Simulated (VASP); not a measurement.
# GaO4 (I4/mmm) in VASP: single point with PBE

Aim: the single point of GaO4 with PBE.

Everything below comes from runs of VASP 6.6.1. Logs are shortened: lines on timing, memory, paths and dates and some standing lists are left out, and cuts for length are marked.

### Step 1. The cell of the first run

The structure is tetragonal, space group I4/mmm (No. 139). Conventional cell: a = 3.961 Å, b = 3.961 Å, c = 6.944 Å, α = 90.00°, β = 90.00°, γ = 90.00°. Ga (site symmetry 4/mmm) has 6 O at 1.98 Å within 2.6 Å. Within 2.6 Å of O (site symmetry 4mm) lie 1 Ga at 1.98 Å and 4 O at 2.48 Å. Within 2.6 Å of O (site symmetry mmm) lie 2 Ga at 1.98 Å and 4 O at 2.48 Å.

### Step 2. Single point, PBE, collinear spin, ferromagnetic start

Input file INCAR:

```
PREC = Accurate
ENCUT = 520
EDIFF = 1E-6
ISMEAR = 0
SIGMA = 0.1
LREAL = F
LASPH = T
NELM = 150
ALGO = Normal
ISIF = 2
LWAVE = F
LCHARG = T
ISPIN = 2
MAGMOM = 0 1.39 1.1 1.1 1.39
LORBIT = 11
GGA = PE
LELF = T
LVHAR = T
NBANDS = 30
```

Input file KPOINTS:

```
Automatic mesh
0
Gamma
  14 14 14
```

Input file POSCAR:

```
GaO4
1.0
   -1.9804027816      1.9804027816      3.4720362789
    1.9804027816     -1.9804027816      3.4720362789
    1.9804027816      1.9804027816     -3.4720362789
Ga O
1 4
Direct
    0.0000000000      0.0000000000      0.0000000000
    0.7154287993      0.7154287993      0.0000000000
    0.5000000000      0.0000000000      0.5000000000
    0.0000000000      0.5000000000      0.5000000000
    0.2845712007      0.2845712007      0.0000000000
```

Potentials or basis: VASP PAW PBE potentials, release 64 (Ga_d, O).

Launch:

```sh
$ cat potpaw_PBE.64/Ga_d/POTCAR potpaw_PBE.64/O/POTCAR > POTCAR
$ mpirun -np 1 vasp_std > vasp.out
```

OUTCAR:

```text
PREC = Accurate
   ENCUT = 520
   EDIFF = 1E-6
   ISMEAR = 0
   LREAL = F
   LASPH = T
   NELM = 150
   ISIF = 2
   ISPIN = 2
   LORBIT = 11
   GGA = PE

 ion  position               nearest neighbor table
   1  0.000  0.000  0.000-   2 1.98   5 1.98   4 1.98   3 1.98   4 1.98   3 1.98
   2  0.715  0.715  0.000-   1 1.98
   3  0.500  0.000  0.500-   1 1.98   1 1.98
   4  0.000  0.500  0.500-   1 1.98   1 1.98
   5  0.285  0.285  0.000-   1 1.98

  LATTYP: Found a body centered tetragonal cell.
 ALAT       =     3.9608055632
 C/A-ratio  =     1.7531970320

  Lattice vectors:

 A1 = (  -1.9804027816,   1.9804027816,   3.4720362789)
 A2 = (   1.9804027816,  -1.9804027816,   3.4720362789)
 A3 = (   1.9804027816,   1.9804027816,  -3.4720362789)

Analysis of symmetry for initial positions (statically):
=====================================================================
 Subroutine PRICEL returns:
 Original cell was already a primitive cell.

 Routine SETGRP: Setting up the symmetry group for a
 body centered tetragonal supercell.

 Subroutine GETGRP returns: Found 16 space group operations
 (whereof 16 operations were pure point group operations)
 out of a pool of 16 trial point group operations.

The static configuration has the point symmetry D_4h.

Analysis of symmetry for dynamics (positions and initial velocities):
=====================================================================
 Subroutine PRICEL returns:
 Original cell was already a primitive cell.

 Routine SETGRP: Setting up the symmetry group for a
 body centered tetragonal supercell.

 Subroutine GETGRP returns: Found 16 space group operations
 (whereof 16 operations were pure point group operations)
 out of a pool of 16 trial point group operations.

The dynamic configuration has the point symmetry D_4h.

Analysis of structural, dynamic, and magnetic symmetry:
=====================================================================
 Subroutine PRICEL returns:
 Original cell was already a primitive cell.

 Routine SETGRP: Setting up the symmetry group for a
 body centered tetragonal supercell.

 Subroutine GETGRP returns: Found 16 space group operations
 (whereof 16 operations were pure point group operations)
 out of a pool of 16 trial point group operations.

The overall configuration has the point symmetry D_4h.

 Subroutine INISYM returns: Found 16 space group operations
 (whereof 16 operations are pure point group operations),
 and found     1 'primitive' translations

----------------------------------------------------------------------------------------

                                     Primitive cell

  volume of cell :      54.4692

  direct lattice vectors                    reciprocal lattice vectors
    -1.980402782  1.980402782  3.472036279     0.000000000  0.252473893  0.144007712
     1.980402782 -1.980402782  3.472036279     0.252473893  0.000000000  0.144007712
     1.980402782  1.980402782 -3.472036279     0.252473893  0.252473893  0.000000000

  length of vectors
     4.460832465  4.460832465  4.460832465     0.290656649  0.290656649  0.357052004

  position of ions in fractional coordinates (direct lattice)
     0.000000000  0.000000000  0.000000000
     0.715428799  0.715428799  0.000000000
     0.500000000  0.000000000  0.500000000
     0.000000000  0.500000000  0.500000000
     0.284571201  0.284571201  0.000000000

  ion indices of the primitive-cell ions
   primitive index   ion index
                 1           1
                 2           2
                 3           3
                 4           4
                 5           5

----------------------------------------------------------------------------------------

 KPOINTS: Automatic mesh

Automatic generation of k-mesh.
 Grid dimensions read from file:
 generate k-points for:   14   14   14

 Generating k-lattice:

  Cartesian coordinates                     Fractional coordinates (reciprocal lattice)
     0.000000000  0.018033850  0.010286265     0.071428571  0.000000000 -0.000000000
     0.018033850  0.000000000  0.010286265     0.000000000  0.071428571 -0.000000000
     0.018033850  0.018033850  0.000000000     0.000000000  0.000000000  0.071428571

  Length of vectors
     0.020761189  0.020761189  0.025503715

  Shift w.r.t. Gamma in fractional coordinates (k-lattice)
     0.000000000  0.000000000  0.000000000

 Subroutine IBZKPT returns following result:
 ===========================================

 Found    244 irreducible k-points:

 Following reciprocal coordinates:
            Coordinates               Weight
  0.000000  0.000000  0.000000      1.000000
  0.071429  0.000000 -0.000000      8.000000
  0.142857 -0.000000  0.000000      8.000000
  0.214286  0.000000  0.000000      8.000000
  0.285714 -0.000000  0.000000      8.000000
  0.357143 -0.000000  0.000000      8.000000
[... 16 lines left out ...]
  0.214286  0.142857 -0.000000     16.000000
  0.285714  0.142857  0.000000     16.000000
 [... further k-points ...]
   k-points           NKPTS =    244   k-points in BZ     NKDIM =    244   number of bands    NBANDS=     30
   number of dos      NEDOS =    301   number of ions     NIONS =      5
   total plane-waves  NPLWV =  46656
   dimension x,y,z NGX =    36 NGY =   36 NGZ =   36
   dimension x,y,z NGXF=    72 NGYF=   72 NGZF=   72
   ions per type =               1   4
   NGX,Y,Z   is equivalent  to a cutoff of  13.42, 13.42, 13.42 a.u.
   NGXF,Y,Z  is equivalent  to a cutoff of  26.83, 26.83, 26.83 a.u.
 SYSTEM =  unknown system
   PREC   = accura    normal or accurate (medium, high low for compatibility)
   ISTART =      0    job   : 0-new  1-cont  2-samecut
   ICHARG =      2    charge: 1-file 2-atom 10-const
   ISPIN  =      2    spin polarized calculation?
   LNONCOLLINEAR =      F non collinear calculations
   LSORBIT =      F    spin-orbit coupling
   LASPH  =      T    aspherical Exc in radial PAW
   ENCUT  =  520.0 eV  38.22 Ry    6.18 a.u.   8.29  8.29  8.29*2*pi/ulx,y,z
   NELM   =    150;   NELMIN=  2; NELMDL= -5     # of ELM steps
   EDIFF  = 0.1E-05   stopping-criterion for ELM
   LREAL  =      F    real-space projection
   EDIFFG = 0.1E-04   stopping-criterion for IOM
   NSW    =      0    number of steps for IOM
   IBRION =     -1    ionic relax: 0-MD 1-quasi-New 2-CG
   NFREE  =      0    steps in history (QN), initial steepest desc. (CG)
   ISIF   =      2    stress and relaxation
   ISYM   =      2    0-nonsym 1-usesym 2-fastsym
   POTIM  = 0.5000    time-step for ionic-motion
   TEBEG  =    0.0;   TEEND  =   0.0 temperature during run
   PSTRESS=    0.0 pullay stress
   NELECT =      37.0000    total number of electrons
   NUPDOWN=      -1.0000    fix difference up-down
   EMIN   =  10.00;   EMAX   =-10.00  energy-range for DOS
   EFERMI =   0.00;   METHOD = LEGACY
   ISMEAR =     0;   SIGMA  =   0.10  broadening in eV -4-tet -1-fermi 0-gaus
   EFERMI_NEDOS =   21; number of points for ismear=-14 and -15
   IALGO  =     38    algorithm
   IMIX   =      4    mixing-type and parameters
     AMIX     =   0.40;   BMIX     =  1.00
     AMIX_MAG =   1.60;   BMIX_MAG =  1.00
  volume/ion in A,a.u.               =      10.89        73.52
  Fermi-wavevector in a.u.,A,eV,Ry     =   1.439102  2.719509 28.177872  2.071015
  Thomas-Fermi vector in A             =   2.557995
   LORBIT       =     11    0 simple, 1 ext, 2 COOP (PROOUT), +10 PAW based schemes
   GGA     = PE    functional components
   LHFCALC =     F    Hartree Fock is set to
   AEXX    =    0.0000 exact exchange contribution
   IVDW    =     0    specifies the selected vdW correction
   LEPSILON=     F    determine dielectric tensor
   LRPA    =     F    only Hartree local field effects (RPA)
 spin polarized calculation
 Gauss-broadening in eV      SIGMA  =   0.10
  energy-cutoff  :      520.00
  volume of cell :       54.47
 maximum number of plane-waves:      1489
 NGX is ok and might be reduce to    36
   NGX = 17   NGY = 17   NGZ = 17

 number of electron      36.9999999 magnetization       5.0000065

 Free energy of the ion-electron system (eV)
  ---------------------------------------------------
  ext. energy  EPLUGINS =         0.00000000
  ---------------------------------------------------
  free energy    TOTEN  =       -21.02403039 eV

  energy without entropy =      -21.00990552  energy(sigma->0) =      -21.01696795

 E-fermi :   1.2488     XC(G=0): -10.8145

 val. band max:        1.2470401283   @ k =   0.2857   0.2143   0.1429
 cond. band min:       1.2542774775   @ k =  -0.0714   0.4286   0.0714
 fundamental gap:      0.0072373493
 Fermi energy:         1.2488447257

 spin component 1

 k-point     1 :       0.0000    0.0000    0.0000
  band No.  band energies     occupation
      1     -18.2529      1.00000
      2     -16.4102      1.00000
      3     -15.9799      1.00000
      4     -15.9207      1.00000
      5     -11.4359      1.00000
      6     -11.4359      1.00000
[... 781 lines left out ...]
     29      18.3015      0.00000
     30      18.8406      0.00000

 [... further k-points ...]

 spin component 2

 k-point     1 :       0.0000    0.0000    0.0000
  band No.  band energies     occupation
      1     -16.5471      1.00000
      2     -14.8474      1.00000
      3     -14.0783      1.00000
      4     -13.5894      1.00000
      5     -11.4301      1.00000
      6     -11.4301      1.00000
[... 781 lines left out ...]
     29      18.8768      0.00000
     30      19.3656      0.00000

 [... further k-points ...]
[... 5 lines left out ...]
  --------------------------------------------------------------------------------------
  -------------------------------------------------------------------------------------
  Total        0.0850868      0.0850868      0.1334220      0.0000000      0.0000000     -0.0000000
  in kB        2.5027718      2.5027718      3.9245203      0.0000000      0.0000000     -0.0000000
  external PRESSURE =       2.9766880 kB  Pullay stress =       0.0000000 kB

 VOLUME and BASIS-vectors are now :
 -----------------------------------------------------------------------------
  energy-cutoff  :      520.00
  volume of cell :       54.47
      direct lattice vectors                 reciprocal lattice vectors
    -1.980402782  1.980402782  3.472036279     0.000000000  0.252473893  0.144007712
     1.980402782 -1.980402782  3.472036279     0.252473893  0.000000000  0.144007712
     1.980402782  1.980402782 -3.472036279     0.252473893  0.252473893  0.000000000

 POSITION                                       TOTAL-FORCE (eV/Angst)
 -----------------------------------------------------------------------------------
      0.00000      0.00000      0.00000        -0.000000     -0.000000      0.000000
      0.00000      0.00000      4.96799         0.000000      0.000000     -0.050699
      0.00000      1.98040      0.00000        -0.000000     -0.000000     -0.000000
      1.98040      0.00000      0.00000        -0.000000     -0.000000      0.000000
      0.00000      0.00000      1.97608        -0.000000     -0.000000      0.050699
 -----------------------------------------------------------------------------------
    total drift:                               -0.000000     -0.000000     -0.000000

  FREE ENERGIE OF THE ION-ELECTRON SYSTEM (eV)
  ---------------------------------------------------
  free  energy   TOTEN  =       -21.0240303859 eV

  energy  without entropy=      -21.0099055153  energy(sigma->0) =      -21.01696795

 total charge

# of ion       s       p       d       tot
------------------------------------------
    1        0.656   0.711  10.239  11.607
    2        1.617   3.082   0.000   4.700
    3        1.599   3.206   0.000   4.805
    4        1.599   3.206   0.000   4.805
    5        1.617   3.082   0.000   4.700
--------------------------------------------------
tot          7.088  13.288  10.239  30.616

 magnetization (x)

# of ion       s       p       d       tot
------------------------------------------
    1       -0.031  -0.033   0.023  -0.042
    2        0.018   1.175   0.000   1.193
    3        0.013   0.930   0.000   0.943
    4        0.013   0.930   0.000   0.943
    5        0.018   1.175   0.000   1.193
--------------------------------------------------
tot          0.031   4.176   0.023   4.231
```

Wall time 24 min (1 thread of Oxide Virtual Turin-like, shared host); peak memory 0.61 GiB.

What came out:

| Item | Value |
| --- | --- |
| Free energy | -21.0240 eV |
| Pressure | 0.3 GPa |
| Largest force | 0.051 eV/Å |
| Band gap on the k mesh | zero (filled and empty bands overlap) |
| Net moment | 5.00 μB per cell |
| Site moments | Ga -0.04; O +1.19, +0.94 (each value once) μB |
| Valence electrons inside the program's atomic spheres | Ga 11.61; O 4.70, 4.80 (each value once) |

Forces on the atoms (eV/Å):
```
Ga   0.000  0.000  0.000
O    0.000  0.000 -0.051
O    0.000  0.000  0.000
O    0.000  0.000  0.000
O    0.000  0.000  0.051
```
